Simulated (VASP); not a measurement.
# CdS (R3m) in VASP: single point with PBEsol

Aim: the single point of CdS with PBEsol.

Program: VASP 6.6.1. These are calculated values, not measurements. Logs are shortened: lines on timing, memory, paths and dates and some standing lists are left out, and cuts for length are marked.

## 1. The cell of the first run

Symmetry: R3m, No. 160, trigonal system. Conventional cell: a = 4.013 Å, b = 4.013 Å, c = 10.325 Å, α = 90.00°, β = 90.00°, γ = 120.00°. S (site symmetry 3m) has 4 Cd at 2.50 Å within 3.3 Å. Within 3.3 Å of Cd (site symmetry 3m) lie 4 S at 2.50 Å.

## 2. Single point, PBEsol

INCAR

```
SYSTEM = CdS
ALGO = Normal
EDIFF = 1E-7
ENCUT = 520
GGA = PS
ISIF = 2
ISMEAR = 0
ISYM = 0
LASPH = .TRUE.
LCHARG = .FALSE.
LREAL = .FALSE.
LWAVE = .FALSE.
NBANDS = 16
NELM = 60
PREC = Accurate
SIGMA = 0.1
```

KPOINTS

```
k-points
0
G
  9 9 10
  0 0 0
```

POSCAR

```
CdS
1.0
    4.0133694111      0.0000000000     -0.0000066510
   -2.0066847056      3.4756798648      0.0000000000
    2.0066789578      1.1585566364      3.4417823942
S Cd
1 1
Direct
   -0.0074118833      0.4962940584      0.5111188188
    0.5074118833      0.2537059416      0.2388811812
```

Potentials or basis: VASP PAW PBE potentials, release 64 (S, Cd).

The run is started by

```
$ cat potpaw_PBE.64/S/POTCAR potpaw_PBE.64/Cd/POTCAR > POTCAR
$ mpirun -np 1 vasp_std > vasp.out
```

OUTCAR:

```text
SYSTEM = CdS
   EDIFF = 1E-7
   ENCUT = 520
   GGA = PS
   ISIF = 2
   ISMEAR = 0
   ISYM = 0
   LASPH = .TRUE.
   LREAL = .FALSE.
   NELM = 60
   PREC = Accurate

 ion  position               nearest neighbor table
   1  0.993  0.496  0.511-   2 2.50   2 2.50   2 2.50   2 2.50
   2  0.507  0.254  0.239-   1 2.50   1 2.50   1 2.50   1 2.50

IMPORTANT INFORMATION: All symmetrisations will be switched off!
NOSYMM: (Re-)initialisation of all symmetry stuff for point group C_1.

----------------------------------------------------------------------------------------

                                     Primitive cell

  volume of cell :      48.0101

  direct lattice vectors                    reciprocal lattice vectors
     4.013369411  0.000000000 -0.000006651     0.249166874  0.143856562 -0.193697283
    -2.006684706  3.475679865  0.000000000    -0.000000160  0.287713402 -0.096848641
     2.006678958  1.158556636  3.441782394     0.000000481  0.000000278  0.290546757

  length of vectors
     4.013369411  4.013369411  4.149081822     0.346839270  0.303576450  0.290546757

  position of ions in fractional coordinates (direct lattice)
     0.992588117  0.496294058  0.511118819
     0.507411883  0.253705942  0.238881181

  ion indices of the primitive-cell ions
   primitive index   ion index
                 1           1
                 2           2

----------------------------------------------------------------------------------------

 KPOINTS: k-points

Automatic generation of k-mesh.
 Grid dimensions read from file:
 generate k-points for:    9    9   10

 Generating k-lattice:

  Cartesian coordinates                     Fractional coordinates (reciprocal lattice)
     0.027685208  0.015984062 -0.021521920     0.111111111  0.000000000  0.000000000
    -0.000000018  0.031968156 -0.010760960    -0.000000000  0.111111111  0.000000000
     0.000000048  0.000000028  0.029054676     0.000000000  0.000000000  0.100000000

  Length of vectors
     0.038537697  0.033730717  0.029054676

  Shift w.r.t. Gamma in fractional coordinates (k-lattice)
     0.000000000  0.000000000  0.000000000

 -----------------------------------------------------------------------------
|                                                                             |
|           W    W    AA    RRRRR   N    N  II  N    N   GGGG   !!!           |
|           W    W   A  A   R    R  NN   N  II  NN   N  G    G  !!!           |
|           W    W  A    A  R    R  N N  N  II  N N  N  G       !!!           |
|           W WW W  AAAAAA  RRRRR   N  N N  II  N  N N  G  GGG   !            |
|           WW  WW  A    A  R   R   N   NN  II  N   NN  G    G                |
|           W    W  A    A  R    R  N    N  II  N    N   GGGG   !!!           |
|                                                                             |
|     Your reciprocal lattice and k-lattice belong to different lattice       |
|     classes:                                                                |
|                                                                             |
|        The reciprocal lattice is rhombohedral (trigonal),                   |
|        whereas your k-lattice is base-centered monoclinic.                  |
|                                                                             |
|     Results are often still useful ...                                      |
|                                                                             |
 -----------------------------------------------------------------------------

 WARNING: IBZKPT: internal override: KBLOWUP is changed to .FALSE.
      ... skipping the blow-up phase ...

 Subroutine IBZKPT returns following result:
 ===========================================

 Found    406 irreducible k-points:

 Following reciprocal coordinates:
            Coordinates               Weight
  0.000000  0.000000  0.000000      1.000000
  0.111111 -0.000000  0.000000      2.000000
  0.222222  0.000000  0.000000      2.000000
  0.333333  0.000000  0.000000      2.000000
  0.444444  0.000000  0.000000      2.000000
  0.000000  0.111111  0.000000      2.000000
[... 16 lines left out ...]
 -0.111111  0.222222 -0.000000      2.000000
  0.000000  0.333333  0.000000      2.000000
 [... further k-points ...]
   k-points           NKPTS =    406   k-points in BZ     NKDIM =    406   number of bands    NBANDS=     16
   number of dos      NEDOS =    301   number of ions     NIONS =      2
   total plane-waves  NPLWV =  28800
   dimension x,y,z NGX =    30 NGY =   30 NGZ =   32
   dimension x,y,z NGXF=    60 NGYF=   60 NGZF=   64
   ions per type =               1   1
   NGX,Y,Z   is equivalent  to a cutoff of  12.43, 12.43, 12.82 a.u.
   NGXF,Y,Z  is equivalent  to a cutoff of  24.85, 24.85, 25.64 a.u.
 SYSTEM =  CdS
   PREC   = accura    normal or accurate (medium, high low for compatibility)
   ISTART =      0    job   : 0-new  1-cont  2-samecut
   ICHARG =      2    charge: 1-file 2-atom 10-const
   ISPIN  =      1    spin polarized calculation?
   LNONCOLLINEAR =      F non collinear calculations
   LSORBIT =      F    spin-orbit coupling
   LASPH  =      T    aspherical Exc in radial PAW
   ENCUT  =  520.0 eV  38.22 Ry    6.18 a.u.   7.46  7.46  7.71*2*pi/ulx,y,z
   NELM   =     60;   NELMIN=  2; NELMDL= -5     # of ELM steps
   EDIFF  = 0.1E-06   stopping-criterion for ELM
   LREAL  =      F    real-space projection
   EDIFFG = 0.1E-05   stopping-criterion for IOM
   NSW    =      0    number of steps for IOM
   IBRION =     -1    ionic relax: 0-MD 1-quasi-New 2-CG
   NFREE  =      0    steps in history (QN), initial steepest desc. (CG)
   ISIF   =      2    stress and relaxation
   ISYM   =      0    0-nonsym 1-usesym 2-fastsym
   POTIM  = 0.5000    time-step for ionic-motion
   TEBEG  =    0.0;   TEEND  =   0.0 temperature during run
   PSTRESS=    0.0 pullay stress
   NELECT =      18.0000    total number of electrons
   NUPDOWN=      -1.0000    fix difference up-down
   EMIN   =  10.00;   EMAX   =-10.00  energy-range for DOS
   EFERMI =   0.00;   METHOD = LEGACY
   ISMEAR =     0;   SIGMA  =   0.10  broadening in eV -4-tet -1-fermi 0-gaus
   EFERMI_NEDOS =   21; number of points for ismear=-14 and -15
   IALGO  =     38    algorithm
   IMIX   =      4    mixing-type and parameters
     AMIX     =   0.40;   BMIX     =  1.00
     AMIX_MAG =   1.60;   BMIX_MAG =  1.00
  volume/ion in A,a.u.               =      24.01       161.99
  Fermi-wavevector in a.u.,A,eV,Ry     =   1.180469  2.230764 18.959825  1.393508
  Thomas-Fermi vector in A             =   2.316761
   LORBIT       =      0    0 simple, 1 ext, 2 COOP (PROOUT), +10 PAW based schemes
   GGA     = PS    functional components
   LHFCALC =     F    Hartree Fock is set to
   AEXX    =    0.0000 exact exchange contribution
   IVDW    =     0    specifies the selected vdW correction
   LEPSILON=     F    determine dielectric tensor
   LRPA    =     F    only Hartree local field effects (RPA)
 non-spin polarized calculation
 Gauss-broadening in eV      SIGMA  =   0.10
  energy-cutoff  :      520.00
  volume of cell :       48.01
 maximum number of plane-waves:      1314
 NGX is ok and might be reduce to    30
   NGX = 15   NGY = 15   NGZ = 15

 number of electron      18.0000000 magnetization

 Free energy of the ion-electron system (eV)
  ---------------------------------------------------
  ext. energy  EPLUGINS =         0.00000000
  ---------------------------------------------------
  free energy    TOTEN  =        -6.78938171 eV

  energy without entropy =       -6.78938171  energy(sigma->0) =       -6.78938171

 E-fermi :   2.0064     XC(G=0):  -9.5377

 val. band max:        1.5693428532   @ k =   0.0000   0.0000   0.0000
 cond. band min:       2.5415563569   @ k =   0.0000   0.0000   0.0000
 fundamental gap:      0.9722135037
 Fermi energy:         2.0064338182

 k-point     1 :       0.0000    0.0000    0.0000
  band No.  band energies     occupation
      1     -11.0857      2.00000
      2      -6.3845      2.00000
      3      -6.3389      2.00000
      4      -6.3389      2.00000
      5      -5.8261      2.00000
      6      -5.8261      2.00000
[... 8 lines left out ...]
     15      12.9936      0.00000
     16      12.9936      0.00000

 k-point     2 :       0.1111   -0.0000    0.0000
  band No.  band energies     occupation
      1     -11.0124      2.00000
      2      -6.3508      2.00000
      3      -6.3024      2.00000
      4      -6.3020      2.00000
      5      -5.8414      2.00000
      6      -5.8147      2.00000
[... 8 lines left out ...]
     15      13.0718      0.00000
     16      13.8915      0.00000

 k-point     3 :       0.2222    0.0000    0.0000
  band No.  band energies     occupation
      1     -10.8263      2.00000
      2      -6.2509      2.00000
      3      -6.2037      2.00000
      4      -6.1924      2.00000
      5      -5.8586      2.00000
      6      -5.7857      2.00000
[... 8 lines left out ...]
     15      13.2949      0.00000
     16      15.7734      0.00000

 k-point     4 :       0.3333    0.0000    0.0000
  band No.  band energies     occupation
      1     -10.6163      2.00000
      2      -6.1378      2.00000
      3      -6.0805      2.00000
      4      -6.0787      2.00000
      5      -5.7518      2.00000
      6      -5.7224      2.00000
[... 8 lines left out ...]
     15      13.6028      0.00000
     16      16.7271      0.00000
[... 324 lines left out ...]
 k-point    22 :      -0.2222    0.2222   -0.0000
  band No.  band energies     occupation
      1     -10.8858      2.00000
      2      -6.3124      2.00000
      3      -6.2772      2.00000
      4      -6.1488      2.00000
      5      -5.8302      2.00000
      6      -5.8185      2.00000
[... 8 lines left out ...]
     15      12.2094      0.00000
     16      12.7928      0.00000

 k-point    23 :      -0.1111    0.2222   -0.0000
  band No.  band energies     occupation
      1     -10.9426      2.00000
      2      -6.3377      2.00000
      3      -6.2847      2.00000
      4      -6.2234      2.00000
      5      -5.8442      2.00000
      6      -5.8102      2.00000
[... 8 lines left out ...]
     15      12.3798      0.00000
     16      14.2248      0.00000

 k-point    24 :       0.0000    0.3333    0.0000
  band No.  band energies     occupation
      1     -10.7222      2.00000
      2      -6.2626      2.00000
      3      -6.2405      2.00000
      4      -5.8592      2.00000
      5      -5.8051      2.00000
      6      -5.7945      2.00000
[... 8 lines left out ...]
     15      12.3688      0.00000
     16      12.8870      0.00000

 [... further k-points ...]

------------------------ aborting loop because EDIFF is reached ----------------------------------------

  FORCE on cell =-STRESS in cart. coord.  units (eV):
  Direction    XX          YY          ZZ          XY          YZ          ZX
  --------------------------------------------------------------------------------------
  -------------------------------------------------------------------------------------
  Total        0.9123482      0.9123941      0.1358661     -0.0000471      0.0000407      0.0000677
  in kB       30.4465656     30.4480978      4.5340769     -0.0015722      0.0013587      0.0022584
  external PRESSURE =      21.8095801 kB  Pullay stress =       0.0000000 kB

 VOLUME and BASIS-vectors are now :
 -----------------------------------------------------------------------------
  energy-cutoff  :      520.00
  volume of cell :       48.01
      direct lattice vectors                 reciprocal lattice vectors
     4.013369411  0.000000000 -0.000006651     0.249166874  0.143856562 -0.193697283
    -2.006684706  3.475679865  0.000000000    -0.000000160  0.287713402 -0.096848641
     2.006678958  1.158556636  3.441782394     0.000000481  0.000000278  0.290546757

 POSITION                                       TOTAL-FORCE (eV/Angst)
 -----------------------------------------------------------------------------------
      4.01337      2.31712      1.75915         0.000165      0.000096      0.004679
      2.00668      1.15856      0.82217        -0.000165     -0.000096     -0.004679
 -----------------------------------------------------------------------------------
    total drift:                               -0.000207     -0.000120      0.000158

  FREE ENERGIE OF THE ION-ELECTRON SYSTEM (eV)
  ---------------------------------------------------
  free  energy   TOTEN  =        -6.7893817082 eV

  energy  without entropy=       -6.7893817082  energy(sigma->0) =       -6.78938171
```

It took 4.6 min on 1 thread of Intel Xeon Platinum 8259CL at 2.50GHz (Skylake/Cascade Lake), shared host; peak memory 0.42 GiB.

Results:

```yaml
Free_energy: -6.7894 eV
Pressure: 2.2 GPa
Largest_force: 0.005 eV/Å
Band_gap_on_the_k_mesh: 0.97 eV
```

Forces on the atoms (eV/Å):
```
S    0.000  0.000  0.005
Cd   0.000  0.000 -0.005
```

Caveat: the PAW data sets were made with another functional, which shifts forces and pressure a little.
